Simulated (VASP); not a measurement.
# Pb (P6_3/mmc) in VASP: a series of runs

The runs below take Pb through single point, with PBEsol.

All numbers are computed with VASP 6.6.1; they aren't measurements. Logs are shortened: lines on timing, memory, paths and dates and some standing lists are left out, and cuts for length are marked.

**1. The cell of the first run**

The structure is hexagonal, space group P6_3/mmc (No. 194). The conventional cell has a = 3.385 Å, b = 3.385 Å, c = 5.663 Å, α = 90.00°, β = 90.00°, γ = 120.00°. Within 4.5 Å of Pb (site symmetry -6m2) lie 12 Pb at 3.39 to 3.44 Å.

This isn't the form of Pb at room conditions, which is fcc.

**2. Single point, PBEsol (28.10 Å³/atom)**

File INCAR:

```
ALGO = Normal
EDIFF = 1E-7
ENCUT = 520
GGA = PS
ISIF = 2
ISMEAR = 0
LASPH = T
LCHARG = F
LREAL = F
LWAVE = F
NBANDS = 21
NELM = 100
PREC = Accurate
SIGMA = 0.1
```

File KPOINTS:

```
k-points
0
Gamma
  12 12 8
```

File POSCAR:

```
Pb
1.0
    3.3853284916      0.0000000000      0.0000000000
   -1.6926642458      2.9317804739      0.0000000000
    0.0000000000      0.0000000000      5.6633310927
Pb
2
Direct
    0.3333333333      0.6666666667      0.2500000000
    0.6666666667      0.3333333333      0.7500000000
```

Potentials or basis: VASP PAW PBE potentials, release 64 (Pb_d).

On the command line:

```
cat potpaw_PBE.64/Pb_d/POTCAR > POTCAR
mpirun -np 1 vasp_std > vasp.out
```

OUTCAR:

```text
EDIFF = 1E-7
   ENCUT = 520
   GGA = PS
   ISIF = 2
   ISMEAR = 0
   LASPH = T
   LREAL = F
   NELM = 100
   PREC = Accurate

 ion  position               nearest neighbor table
   1  0.333  0.667  0.250-   2 3.44   2 3.44   2 3.44   2 3.44   2 3.44   2 3.44
   2  0.667  0.333  0.750-   1 3.44   1 3.44   1 3.44   1 3.44   1 3.44   1 3.44

  LATTYP: Found a hexagonal cell.
 ALAT       =     3.3853284916
 C/A-ratio  =     1.6729044483

  Lattice vectors:

 A1 = (   3.3853284916,   0.0000000000,   0.0000000000)
 A2 = (  -1.6926642458,   2.9317804739,   0.0000000000)
 A3 = (   0.0000000000,   0.0000000000,   5.6633310927)

Analysis of symmetry for initial positions (statically):
=====================================================================
 Subroutine PRICEL returns:
 Original cell was already a primitive cell.

 Routine SETGRP: Setting up the symmetry group for a
 hexagonal supercell.

 Subroutine GETGRP returns: Found 24 space group operations
 (whereof 12 operations were pure point group operations)
 out of a pool of 24 trial point group operations.

The static configuration has the point symmetry D_3d.
 The point group associated with its full space group is D_6h.

Analysis of symmetry for dynamics (positions and initial velocities):
=====================================================================
 Subroutine PRICEL returns:
 Original cell was already a primitive cell.

 Routine SETGRP: Setting up the symmetry group for a
 hexagonal supercell.

 Subroutine GETGRP returns: Found 24 space group operations
 (whereof 12 operations were pure point group operations)
 out of a pool of 24 trial point group operations.

The dynamic configuration has the point symmetry D_3d.
 The point group associated with its full space group is D_6h.

 Subroutine INISYM returns: Found 24 space group operations
 (whereof 12 operations are pure point group operations),
 and found     1 'primitive' translations

----------------------------------------------------------------------------------------

                                     Primitive cell

  volume of cell :      56.2088

  direct lattice vectors                    reciprocal lattice vectors
     3.385328492  0.000000000  0.000000000     0.295392309  0.170544829  0.000000000
    -1.692664246  2.931780474  0.000000000     0.000000000  0.341089658  0.000000000
     0.000000000  0.000000000  5.663331093     0.000000000  0.000000000  0.176574525

  length of vectors
     3.385328492  3.385328492  5.663331093     0.341089658  0.341089658  0.176574525

  position of ions in fractional coordinates (direct lattice)
     0.333333333  0.666666667  0.250000000
     0.666666667  0.333333333  0.750000000

  ion indices of the primitive-cell ions
   primitive index   ion index
                 1           1
                 2           2

----------------------------------------------------------------------------------------

 KPOINTS: k-points

Automatic generation of k-mesh.
 Grid dimensions read from file:
 generate k-points for:   12   12    8

 Generating k-lattice:

  Cartesian coordinates                     Fractional coordinates (reciprocal lattice)
     0.024616026  0.014212069  0.000000000     0.083333333  0.000000000  0.000000000
     0.000000000  0.028424138  0.000000000     0.000000000  0.083333333  0.000000000
     0.000000000  0.000000000  0.022071816     0.000000000  0.000000000  0.125000000

  Length of vectors
     0.028424138  0.028424138  0.022071816

  Shift w.r.t. Gamma in fractional coordinates (k-lattice)
     0.000000000  0.000000000  0.000000000

 Subroutine IBZKPT returns following result:
 ===========================================

 Found     95 irreducible k-points:

 Following reciprocal coordinates:
            Coordinates               Weight
  0.000000  0.000000  0.000000      1.000000
  0.083333 -0.000000  0.000000      6.000000
  0.166667 -0.000000  0.000000      6.000000
  0.250000  0.000000  0.000000      6.000000
  0.333333  0.000000  0.000000      6.000000
  0.416667  0.000000  0.000000      6.000000
[... 16 lines left out ...]
  0.250000  0.000000  0.125000     12.000000
  0.333333  0.000000  0.125000     12.000000
 [... further k-points ...]
   k-points           NKPTS =     95   k-points in BZ     NKDIM =     95   number of bands    NBANDS=     21
   number of dos      NEDOS =    301   number of ions     NIONS =      2
   total plane-waves  NPLWV =  32928
   dimension x,y,z NGX =    28 NGY =   28 NGZ =   42
   dimension x,y,z NGXF=    56 NGYF=   56 NGZF=   84
   ions per type =               2
   NGX,Y,Z   is equivalent  to a cutoff of  13.75, 13.75, 12.33 a.u.
   NGXF,Y,Z  is equivalent  to a cutoff of  27.50, 27.50, 24.66 a.u.
 SYSTEM =  unknown system
   PREC   = accura    normal or accurate (medium, high low for compatibility)
   ISTART =      0    job   : 0-new  1-cont  2-samecut
   ICHARG =      2    charge: 1-file 2-atom 10-const
   ISPIN  =      1    spin polarized calculation?
   LNONCOLLINEAR =      F non collinear calculations
   LSORBIT =      F    spin-orbit coupling
   LASPH  =      T    aspherical Exc in radial PAW
   ENCUT  =  520.0 eV  38.22 Ry    6.18 a.u.   6.29  6.29 10.53*2*pi/ulx,y,z
   NELM   =    100;   NELMIN=  2; NELMDL= -5     # of ELM steps
   EDIFF  = 0.1E-06   stopping-criterion for ELM
   LREAL  =      F    real-space projection
   EDIFFG = 0.1E-05   stopping-criterion for IOM
   NSW    =      0    number of steps for IOM
   IBRION =     -1    ionic relax: 0-MD 1-quasi-New 2-CG
   NFREE  =      0    steps in history (QN), initial steepest desc. (CG)
   ISIF   =      2    stress and relaxation
   ISYM   =      2    0-nonsym 1-usesym 2-fastsym
   POTIM  = 0.5000    time-step for ionic-motion
   TEBEG  =    0.0;   TEEND  =   0.0 temperature during run
   PSTRESS=    0.0 pullay stress
   NELECT =      28.0000    total number of electrons
   NUPDOWN=      -1.0000    fix difference up-down
   EMIN   =  10.00;   EMAX   =-10.00  energy-range for DOS
   EFERMI =   0.00;   METHOD = LEGACY
   ISMEAR =     0;   SIGMA  =   0.10  broadening in eV -4-tet -1-fermi 0-gaus
   EFERMI_NEDOS =   21; number of points for ismear=-14 and -15
   IALGO  =     38    algorithm
   IMIX   =      4    mixing-type and parameters
     AMIX     =   0.40;   BMIX     =  1.00
     AMIX_MAG =   1.60;   BMIX_MAG =  1.00
  volume/ion in A,a.u.               =      28.10       189.66
  Fermi-wavevector in a.u.,A,eV,Ry     =   1.297755  2.452402 22.914503  1.684168
  Thomas-Fermi vector in A             =   2.429127
   LORBIT       =      0    0 simple, 1 ext, 2 COOP (PROOUT), +10 PAW based schemes
   GGA     = PS    functional components
   LHFCALC =     F    Hartree Fock is set to
   AEXX    =    0.0000 exact exchange contribution
   IVDW    =     0    specifies the selected vdW correction
   LEPSILON=     F    determine dielectric tensor
   LRPA    =     F    only Hartree local field effects (RPA)
 non-spin polarized calculation
 Gauss-broadening in eV      SIGMA  =   0.10
  energy-cutoff  :      520.00
  volume of cell :       56.21
 maximum number of plane-waves:      1539
 NGX is ok and might be reduce to    28
   NGX = 13   NGY = 13   NGZ = 21

 number of electron      28.0000005 magnetization

 Free energy of the ion-electron system (eV)
  ---------------------------------------------------
  ext. energy  EPLUGINS =         0.00000000
  ---------------------------------------------------
  free energy    TOTEN  =        -7.93726460 eV

  energy without entropy =       -7.93096166  energy(sigma->0) =       -7.93411313

 E-fermi :   7.9281     XC(G=0): -10.7134

 val. band max:        7.8978779767   @ k =   0.3333   0.0833   0.0000
 cond. band min:       7.9290259656   @ k =   0.5000   0.0000   0.1250
 fundamental gap:      0.0311479888
 Fermi energy:         7.9281379634

 k-point     1 :       0.0000    0.0000    0.0000
  band No.  band energies     occupation
      1      -9.1377      2.00000
      2      -9.0995      2.00000
      3      -9.0597      2.00000
      4      -9.0597      2.00000
      5      -9.0346      2.00000
      6      -9.0346      2.00000
[... 13 lines left out ...]
     20      17.4437      0.00000
     21      19.8200      0.00000

 k-point     2 :       0.0833   -0.0000    0.0000
  band No.  band energies     occupation
      1      -9.1294      2.00000
      2      -9.0986      2.00000
      3      -9.0505      2.00000
      4      -9.0378      2.00000
      5      -9.0320      2.00000
      6      -9.0135      2.00000
[... 13 lines left out ...]
     20      18.2045      0.00000
     21      19.0461      0.00000

 k-point     3 :       0.1667   -0.0000    0.0000
  band No.  band energies     occupation
      1      -9.1501      2.00000
      2      -9.0685      2.00000
      3      -9.0501      2.00000
      4      -8.9877      2.00000
      5      -8.9869      2.00000
      6      -8.9775      2.00000
[... 13 lines left out ...]
     20      17.9355      0.00000
     21      19.0062      0.00000

 k-point     4 :       0.2500    0.0000    0.0000
  band No.  band energies     occupation
      1      -9.1932      2.00000
      2      -9.0755      2.00000
      3      -9.0370      2.00000
      4      -9.0081      2.00000
      5      -8.9975      2.00000
      6      -8.9087      2.00000
[... 13 lines left out ...]
     20      17.4913      0.00000
     21      18.6403      0.00000

 k-point     5 :       0.3333    0.0000    0.0000
  band No.  band energies     occupation
      1      -9.2359      2.00000
      2      -9.0993      2.00000
      3      -9.0907      2.00000
      4      -9.0216      2.00000
      5      -8.9554      2.00000
      6      -8.9026      2.00000
[... 13 lines left out ...]
     20      17.0125      0.00000
     21      18.8789      0.00000
[... 382 lines left out ...]
     20      18.0978      0.00000
     21      19.3311      0.00000

 k-point    22 :       0.1667   -0.0000    0.1250
  band No.  band energies     occupation
      1      -9.1476      2.00000
      2      -9.0693      2.00000
      3      -9.0599      2.00000
      4      -9.0103      2.00000
      5      -8.9952      2.00000
      6      -8.9590      2.00000
[... 13 lines left out ...]
     20      17.9935      0.00000
     21      18.2013      0.00000

 k-point    23 :       0.2500    0.0000    0.1250
  band No.  band energies     occupation
      1      -9.1895      2.00000
      2      -9.0802      2.00000
      3      -9.0616      2.00000
      4      -8.9925      2.00000
      5      -8.9844      2.00000
      6      -8.9198      2.00000
[... 13 lines left out ...]
     20      16.9761      0.00000
     21      17.8713      0.00000

 k-point    24 :       0.3333    0.0000    0.1250
  band No.  band energies     occupation
      1      -9.2311      2.00000
      2      -9.1063      2.00000
      3      -9.1010      2.00000
      4      -9.0126      2.00000
      5      -8.9455      2.00000
      6      -8.9209      2.00000
[... 13 lines left out ...]
     20      16.5565      0.00000
     21      18.1831      0.00000

 [... further k-points ...]
[... 5 lines left out ...]
  --------------------------------------------------------------------------------------
  -------------------------------------------------------------------------------------
  Total        1.1597869      1.1597869      1.1222929      0.0000000      0.0000000      0.0000000
  in kB       33.0586082     33.0586082     31.9898774      0.0000000      0.0000000      0.0000000
  external PRESSURE =      32.7023646 kB  Pullay stress =       0.0000000 kB

 VOLUME and BASIS-vectors are now :
 -----------------------------------------------------------------------------
  energy-cutoff  :      520.00
  volume of cell :       56.21
      direct lattice vectors                 reciprocal lattice vectors
     3.385328492  0.000000000  0.000000000     0.295392309  0.170544829  0.000000000
    -1.692664246  2.931780474  0.000000000     0.000000000  0.341089658  0.000000000
     0.000000000  0.000000000  5.663331093     0.000000000  0.000000000  0.176574525

 POSITION                                       TOTAL-FORCE (eV/Angst)
 -----------------------------------------------------------------------------------
     -0.00000      1.95452      1.41583        -0.000000     -0.000000      0.000000
      1.69266      0.97726      4.24750         0.000000      0.000000      0.000000
 -----------------------------------------------------------------------------------
    total drift:                               -0.000000      0.000000      0.000000

  FREE ENERGIE OF THE ION-ELECTRON SYSTEM (eV)
  ---------------------------------------------------
  free  energy   TOTEN  =        -7.9372646030 eV

  energy  without entropy=       -7.9309616602  energy(sigma->0) =       -7.93411313
```

Run time: 58 s. Hardware: 1 thread of Intel Xeon Platinum 8488C (Sapphire Rapids), shared host; peak memory 0.22 GiB.

What came out:

```yaml
Free_energy: -7.9373 eV
Pressure: 3.3 GPa
Band_gap_on_the_k_mesh: zero (bands 14 and 15 overlap by 8.59 eV)
```

Levels at points of the mesh, in eV from the Fermi level:
| k point | band 12 | band 13 | band 14 | band 15 | band 16 | band 17 |
| --- | --- | --- | --- | --- | --- | --- |
| (0.00, 0.00, 0.00) | -8.39 | -4.61 | 6.34 | 6.34 | 7.69 | 8.22 |
| (0.50, 0.00, 0.00) | -7.09 | -3.12 | -1.75 | -0.54 | 1.79 | 2.37 |
| (0.00, 0.00, 0.50) | -11.00 | 0.61 | 0.61 | 7.22 | 7.22 | 7.22 |
| (0.50, 0.00, 0.50) | -7.46 | -3.99 | -3.99 | 3.68 | 3.68 | 3.80 |

Caveat: the cell stands under pressure; the PAW data sets were made with another functional, which shifts forces and pressure a little; spin-orbit coupling is left out, which moves the levels of the heavy elements.

**3. Single point, PBEsol (29.00 Å³/atom)**

This run uses another cell than the first one, of 29.00 Å³/atom.

File INCAR:

```
SYSTEM = Pb
  PREC = Accurate
  ENCUT = 520
  EDIFF = 1E-6
  ISMEAR = 0
  SIGMA = 0.1
  LREAL = .FALSE.
  LASPH = .TRUE.
  NELM = 60
  ALGO = Normal
  ISIF = 2
  LWAVE = .FALSE.
  LCHARG = .FALSE.
  GGA = PS
  NBANDS = 21
```

File KPOINTS:

```
regular mesh
0
G
  12 12 8
  0 0 0
```

File POSCAR:

```
Pb
1.0
    3.4209661473      0.0000000000      0.0000000000
   -1.7104830736      2.9626435890      0.0000000000
    0.0000000000      0.0000000000      5.7229494854
Pb
2
Direct
    0.3333333333      0.6666666667      0.2500000000
    0.6666666667      0.3333333333      0.7500000000
```

Potentials or basis: VASP PAW PBE potentials, release 64 (Pb_d).

On the command line:

```
cat potpaw_PBE.64/Pb_d/POTCAR > POTCAR
mpirun -np 1 vasp_std > vasp.out
```

Run time: 59 s. Hardware: 1 thread of Intel Xeon Platinum 8488C (Sapphire Rapids), shared host; peak memory 0.24 GiB.

Results (log left out):

| Property | Result |
| --- | --- |
| Free energy | -7.9645 eV |
| Pressure | 1.5 GPa |
| Band gap on the k mesh | zero (bands 14 and 15 overlap by 8.31 eV) |

Levels at points of the mesh, in eV from the Fermi level:
| k point | band 10 | band 11 | band 12 | band 13 | band 14 | band 15 | band 16 | band 17 | band 18 | band 19 |
| --- | --- | --- | --- | --- | --- | --- | --- | --- | --- | --- |
| (0.00, 0.00, 0.00) | -16.68 | -12.03 | -8.35 | -4.44 | 6.16 | 6.16 | 7.46 | 7.95 | 7.95 | 9.34 |
| (0.50, 0.00, 0.00) | -16.63 | -8.25 | -7.06 | -3.06 | -1.70 | -0.50 | 1.78 | 2.34 | 5.86 | 6.52 |
| (0.00, 0.00, 0.50) | -16.74 | -10.82 | -10.82 | 0.57 | 0.57 | 7.00 | 7.00 | 7.00 | 7.00 | 9.58 |
| (0.50, 0.00, 0.50) | -16.64 | -7.45 | -7.45 | -3.84 | -3.84 | 3.57 | 3.57 | 3.71 | 3.71 | 7.07 |

Caveat: the PAW data sets were made with another functional, which shifts forces and pressure a little; spin-orbit coupling is left out, which moves the levels of the heavy elements.

[end of part 1 of 2]

The gap in the log of VASP goes by the Fermi energy; the results here count the filled bands.